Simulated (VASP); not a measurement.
# Sb (Fm-3m) in VASP: a series of runs, part 2 of 2

VASP 6.6.1.

## 5. Single point, PBE

This run uses another cell than the first one, of 26.67 Å³/atom, 1.064 times its volume.

INCAR

```
SYSTEM = Sb
PREC = Accurate ; ENCUT = 520
EDIFF = 1E-6 ; ISMEAR = -1
SIGMA = 0.05 ; LREAL = .FALSE.
LASPH = .TRUE. ; NELM = 60
ALGO = Normal ; ISIF = 2
LWAVE = .FALSE. ; LCHARG = .TRUE.
GGA = PE ; LELF = .TRUE.
LVHAR = .TRUE. ; NBANDS = 8
```

KPOINTS

```
Automatic mesh
0
G
  10 10 10
  0 0 0
```

POSCAR

```
Sb
1.0
    0.0000000000      2.3712425216      2.3712425216
    2.3712425216      0.0000000000      2.3712425216
    2.3712425216      2.3712425216      0.0000000000
Sb
1
Direct
    0.0000000000      0.0000000000      0.0000000000
```

Potentials or basis: VASP PAW PBE potentials, release 64 (Sb).

Launch:

```bash
$ cat potpaw_PBE.64/Sb/POTCAR > POTCAR
$ mpirun -np 1 vasp_std > vasp.out
```

OUTCAR:

```text
SYSTEM = Sb
   PREC = Accurate
   ENCUT = 520
   EDIFF = 1E-6
   ISMEAR = -1
   LREAL = .FALSE.
   LASPH = .TRUE.
   NELM = 60
   ISIF = 2
   GGA = PE

 ion  position               nearest neighbor table
   1  0.000  0.000  0.000-

  LATTYP: Found a face centered cubic cell.
 ALAT       =     4.7424850432

  Lattice vectors:

 A1 = (   0.0000000000,   2.3712425216,   2.3712425216)
 A2 = (   2.3712425216,   0.0000000000,   2.3712425216)
 A3 = (   2.3712425216,   2.3712425216,   0.0000000000)

Analysis of symmetry for initial positions (statically):
=====================================================================
 Subroutine PRICEL returns:
 Original cell was already a primitive cell.

 Routine SETGRP: Setting up the symmetry group for a
 face centered cubic supercell.

 Subroutine GETGRP returns: Found 48 space group operations
[... 9 lines left out ...]

 Routine SETGRP: Setting up the symmetry group for a
 face centered cubic supercell.

 Subroutine GETGRP returns: Found 48 space group operations
[... 11 lines left out ...]
                                     Primitive cell

  volume of cell :      26.6660

  direct lattice vectors                    reciprocal lattice vectors
     0.000000000  2.371242522  2.371242522    -0.210859916  0.210859916  0.210859916
     2.371242522  0.000000000  2.371242522     0.210859916 -0.210859916  0.210859916
     2.371242522  2.371242522  0.000000000     0.210859916  0.210859916 -0.210859916

  length of vectors
     3.353443334  3.353443334  3.353443334     0.365220089  0.365220089  0.365220089

  position of ions in fractional coordinates (direct lattice)
     0.000000000  0.000000000  0.000000000

  ion indices of the primitive-cell ions
   primitive index   ion index
                 1           1

----------------------------------------------------------------------------------------

 KPOINTS: Automatic mesh

Automatic generation of k-mesh.
 Grid dimensions read from file:
 generate k-points for:   10   10   10

 Generating k-lattice:

  Cartesian coordinates                     Fractional coordinates (reciprocal lattice)
    -0.021085992  0.021085992  0.021085992     0.100000000  0.000000000  0.000000000
     0.021085992 -0.021085992  0.021085992     0.000000000  0.100000000  0.000000000
     0.021085992  0.021085992 -0.021085992     0.000000000  0.000000000  0.100000000

  Length of vectors
     0.036522009  0.036522009  0.036522009

  Shift w.r.t. Gamma in fractional coordinates (k-lattice)
     0.000000000  0.000000000  0.000000000

 Subroutine IBZKPT returns following result:
 ===========================================

 Found     47 irreducible k-points:

 Following reciprocal coordinates:
            Coordinates               Weight
  0.000000  0.000000  0.000000      1.000000
  0.100000  0.000000  0.000000      8.000000
  0.200000  0.000000  0.000000      8.000000
  0.300000  0.000000  0.000000      8.000000
  0.400000  0.000000  0.000000      8.000000
  0.500000  0.000000  0.000000      4.000000
[... 16 lines left out ...]
  0.300000  0.300000  0.000000      6.000000
  0.400000  0.300000  0.000000     24.000000
 [... further k-points ...]
   k-points           NKPTS =     47   k-points in BZ     NKDIM =     47   number of bands    NBANDS=      8
   number of dos      NEDOS =    301   number of ions     NIONS =      1
   total plane-waves  NPLWV =  21952
   dimension x,y,z NGX =    28 NGY =   28 NGZ =   28
   dimension x,y,z NGXF=    56 NGYF=   56 NGZF=   56
   ions per type =               1
   NGX,Y,Z   is equivalent  to a cutoff of  13.88, 13.88, 13.88 a.u.
   NGXF,Y,Z  is equivalent  to a cutoff of  27.76, 27.76, 27.76 a.u.
 SYSTEM =  Sb
   PREC   = accura    normal or accurate (medium, high low for compatibility)
   ISTART =      0    job   : 0-new  1-cont  2-samecut
   ICHARG =      2    charge: 1-file 2-atom 10-const
   ISPIN  =      1    spin polarized calculation?
   LNONCOLLINEAR =      F non collinear calculations
   LSORBIT =      F    spin-orbit coupling
   LASPH  =      T    aspherical Exc in radial PAW
   ENCUT  =  520.0 eV  38.22 Ry    6.18 a.u.   6.24  6.24  6.24*2*pi/ulx,y,z
   NELM   =     60;   NELMIN=  2; NELMDL= -5     # of ELM steps
   EDIFF  = 0.1E-05   stopping-criterion for ELM
   LREAL  =      F    real-space projection
   EDIFFG = 0.1E-04   stopping-criterion for IOM
   NSW    =      0    number of steps for IOM
   IBRION =     -1    ionic relax: 0-MD 1-quasi-New 2-CG
   NFREE  =      0    steps in history (QN), initial steepest desc. (CG)
   ISIF   =      2    stress and relaxation
   ISYM   =      2    0-nonsym 1-usesym 2-fastsym
   POTIM  = 0.5000    time-step for ionic-motion
   TEBEG  =    0.0;   TEEND  =   0.0 temperature during run
   PSTRESS=    0.0 pullay stress
   NELECT =       5.0000    total number of electrons
   NUPDOWN=      -1.0000    fix difference up-down
   EMIN   =  10.00;   EMAX   =-10.00  energy-range for DOS
   EFERMI =   0.00;   METHOD = LEGACY
   ISMEAR =    -1;   SIGMA  =   0.05  broadening in eV -4-tet -1-fermi 0-gaus
   EFERMI_NEDOS =   21; number of points for ismear=-14 and -15
   IALGO  =     38    algorithm
   IMIX   =      4    mixing-type and parameters
     AMIX     =   0.40;   BMIX     =  1.00
     AMIX_MAG =   1.60;   BMIX_MAG =  1.00
  volume/ion in A,a.u.               =      26.67       179.95
  Fermi-wavevector in a.u.,A,eV,Ry     =   0.937013  1.770697 11.945820  0.877993
  Thomas-Fermi vector in A             =   2.064081
   LORBIT       =      0    0 simple, 1 ext, 2 COOP (PROOUT), +10 PAW based schemes
   GGA     = PE    functional components
   LHFCALC =     F    Hartree Fock is set to
   AEXX    =    0.0000 exact exchange contribution
   IVDW    =     0    specifies the selected vdW correction
   LEPSILON=     F    determine dielectric tensor
   LRPA    =     F    only Hartree local field effects (RPA)
 non-spin polarized calculation
  energy-cutoff  :      520.00
  volume of cell :       26.67
 maximum number of plane-waves:       728
 NGX is ok and might be reduce to    28
   NGX = 13   NGY = 13   NGZ = 13

 number of electron       5.0000000 magnetization

 Free energy of the ion-electron system (eV)
  ---------------------------------------------------
  ext. energy  EPLUGINS =         0.00000000
  ---------------------------------------------------
  free energy    TOTEN  =        -3.81965525 eV

  energy without entropy =       -3.81292210  energy(sigma->0) =       -3.81628867

 E-fermi :   8.6259     XC(G=0): -10.2771

 val. band max:        8.5750492186   @ k =  -0.4000   0.4000   0.1000
 cond. band min:       8.6645185160   @ k =  -0.2000   0.2000   0.0000
 fundamental gap:      0.0894692974
 Fermi energy:         8.6258926331

 k-point     1 :       0.0000    0.0000    0.0000
  band No.  band energies     occupation
      1      -4.3503      2.00000
      2      14.0436      0.00000
      3      14.0436      0.00000
      4      14.0436      0.00000
      5      18.6368      0.00000
      6      18.6368      0.00000
      7      18.6368      0.00000
      8      18.8944      0.00000

 k-point     2 :       0.1000    0.0000    0.0000
  band No.  band energies     occupation
      1      -4.1506      2.00000
      2      12.3233      0.00000
      3      13.7888      0.00000
      4      13.7888      0.00000
      5      17.5890      0.00000
      6      19.0484      0.00000
      7      19.0484      0.00000
      8      20.8769      0.00000

 k-point     3 :       0.2000    0.0000    0.0000
  band No.  band energies     occupation
      1      -3.5563      2.00000
      2       9.3354      0.00000
      3      13.2638      0.00000
      4      13.2638      0.00000
      5      17.0672      0.00000
      6      19.3969      0.00000
      7      19.3969      0.00000
      8      20.9879      0.00000
[... 210 lines left out ...]
 k-point    23 :       0.3000    0.3000    0.0000
  band No.  band energies     occupation
      1      -1.9859      2.00000
      2       8.1802      1.99973
      3      10.1664      0.00000
      4      10.1664      0.00000
      5      14.1251      0.00000
      6      14.3774      0.00000
      7      24.1661      0.00000
      8      24.1663      0.00000

 k-point    24 :       0.4000    0.3000    0.0000
  band No.  band energies     occupation
      1      -1.0511      2.00000
      2       6.5680      2.00000
      3       8.8946      0.00922
      4       9.8048      0.00000
      5      13.8069      0.00000
      6      15.0451      0.00000
      7      23.5092      0.00000
      8      24.2204      0.00000

 [... further k-points ...]
[... 5 lines left out ...]
  --------------------------------------------------------------------------------------
  -------------------------------------------------------------------------------------
  Total        0.2872293      0.2872293      0.2872293      0.0000000     -0.0000000      0.0000000
  in kB       17.2576371     17.2576371     17.2576371      0.0000000     -0.0000000      0.0000000
  external PRESSURE =      17.2576371 kB  Pullay stress =       0.0000000 kB

 VOLUME and BASIS-vectors are now :
 -----------------------------------------------------------------------------
  energy-cutoff  :      520.00
  volume of cell :       26.67
      direct lattice vectors                 reciprocal lattice vectors
     0.000000000  2.371242522  2.371242522    -0.210859916  0.210859916  0.210859916
     2.371242522  0.000000000  2.371242522     0.210859916 -0.210859916  0.210859916
     2.371242522  2.371242522  0.000000000     0.210859916  0.210859916 -0.210859916

 POSITION                                       TOTAL-FORCE (eV/Angst)
 -----------------------------------------------------------------------------------
      0.00000      0.00000      0.00000         0.000000      0.000000      0.000000
 -----------------------------------------------------------------------------------
    total drift:                                0.000000     -0.000000     -0.000000

  FREE ENERGIE OF THE ION-ELECTRON SYSTEM (eV)
  ---------------------------------------------------
  free  energy   TOTEN  =        -3.8196552491 eV

  energy  without entropy=       -3.8129220981  energy(sigma->0) =       -3.81628867
```

Run time: 10 s. Hardware: 1 thread of AMD EPYC 7R43 (Zen 3), shared host; peak memory 0.12 GiB.

What came out:

- Free energy: -3.8197 eV
- Pressure: 1.7 GPa

Levels at points of the mesh, in eV from the Fermi level:
```csv
k point,band 1,band 2,band 3,band 4,band 5
"(0.00, 0.00, 0.00)",-12.98,5.42,5.42,5.42,10.01
"(0.50, 0.00, 0.00)",-9.17,-5.85,3.70,3.70,8.26
"(0.50, 0.50, 0.00)",-7.52,-4.95,0.41,0.41,4.18
```

Caveat: spin-orbit coupling is left out, which moves the levels of the heavy elements.

## 6. Overview

| cell | gap on the mesh (eV) | pressure (GPa) |
| --- | --- | --- |
| a = 3.285 Å, angles 60.0°, 1 atom | none | 6.2 |
| a = 3.308 Å, angles 60.0°, 1 atom | none | 4.5 |
| a = 3.331 Å, angles 60.0°, 1 atom | none | 3.1 |
| a = 3.353 Å, angles 60.0°, 1 atom | none | 1.7 |

Alike in all rows: task single point; level PBE; potentials or basis VASP PAW PBE potentials, release 64 (Sb); no spin polarisation; k mesh 10 × 10 × 10; cutoff (eV) 520; smearing fermi-dirac 0.05 eV.

Caveats: spin-orbit coupling is left out, which moves the levels of the heavy elements.

Absolute energies hang on the potentials; compare differences alone.
